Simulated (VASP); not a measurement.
Ru, 2 atoms in the cell. Symmetry: P6_3/mmc, No. 194, hexagonal system. Conventional cell: a = 2.741 Å, b = 2.741 Å, c = 4.338 Å, α = 90.00°, β = 90.00°, γ = 120.00°. Within 3.5 Å of Ru (site symmetry -6m2) lie 12 Ru at 2.69 to 2.74 Å.  This cell differs from its parent crystal: volume scaled by 1.04.

- Program: VASP 6.6.1
- Task: relaxation of the atoms
- Functional: PBE
- Potentials or basis: VASP PAW PBE potentials, release 64 (Ru_pv)
- Cutoff: 450 eV
- k mesh: 20 × 20 × 11
- Occupations: fermi-dirac, width 0.05 eV
- Spin: no spin polarisation
- Dipole correction: no
- Further INCAR settings: ALGO = Normal; EDIFF = 1e-07; IBRION = 2; EDIFFG = -0.02; NSW = 80

Potentials or basis: VASP PAW PBE potentials, release 64 (Ru_pv).

Command:

```console
$ cat potpaw_PBE.64/Ru_pv/POTCAR > POTCAR
$ mpirun -np 1 vasp_std > vasp.out
```

Hardware: 1 thread of Intel Xeon 8259CL, on a shared host.

Task: Estimate the wall time of this run.

Result: It took 2.3 min on 1 thread of Intel Xeon 8259CL, with other jobs on the host, peak memory 0.2 GiB. Counts: scf iterations 14, k points 264, ion steps 1.
